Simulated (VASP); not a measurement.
# Hf: electric field gradients with PBEsol

The system is Hf.

```
Hf
1.0
     0.00000    2.21258    2.21258
     2.21258    0.00000    2.21258
     2.21258    2.21258    0.00000
Hf
1
Direct
  0.00000 0.00000 0.00000
```

This isn't the form of Hf at room conditions, which is hcp.

- Program: VASP 6.6.1
- Task: electric field gradients
- Functional: PBEsol
- Potentials or basis: VASP PAW PBE potentials, release 64 (Hf_pv)
- Cutoff: 520 eV
- k mesh: 16 × 16 × 16
- Occupations: fermi-dirac, width 0.03 eV
- Spin: no spin polarisation
- Dipole correction: no
- Further INCAR settings: ALGO = Normal; EDIFF = 1e-08; NBANDS = 11

```json
{
 "Pressure": "-1.0 GPa",
 "Band gap on the k mesh": "zero (bands 5 and 6 overlap by 1.80 eV)",
 "Largest electric field gradient by atom": "under 0.05 V/Å² on every atom"
}
```

Levels at points of the mesh, in eV from the Fermi level:
| k point | band 1 | band 2 | band 3 | band 4 | band 5 | band 6 | band 7 | band 8 | band 9 | band 10 |
| --- | --- | --- | --- | --- | --- | --- | --- | --- | --- | --- |
| (0.00, 0.00, 0.00) | -29.84 | -29.84 | -29.84 | -7.32 | 1.41 | 1.41 | 1.41 | 4.31 | 4.31 | 11.48 |
| (0.50, 0.00, 0.00) | -30.75 | -29.96 | -29.96 | -3.74 | 0.72 | 1.17 | 1.17 | 6.53 | 6.53 | 9.77 |
| (0.50, 0.50, 0.00) | -30.69 | -30.17 | -30.17 | -3.39 | -2.25 | 2.72 | 6.54 | 7.20 | 7.20 | 10.18 |

Run time: 35 s on 1 thread of Intel Xeon 8259CL, with other jobs on the host, peak memory 0.16 GiB.

Caveat: the PAW data sets were made with another functional, which shifts forces and pressure a little; spin-orbit coupling is left out, which moves the levels of the heavy elements.
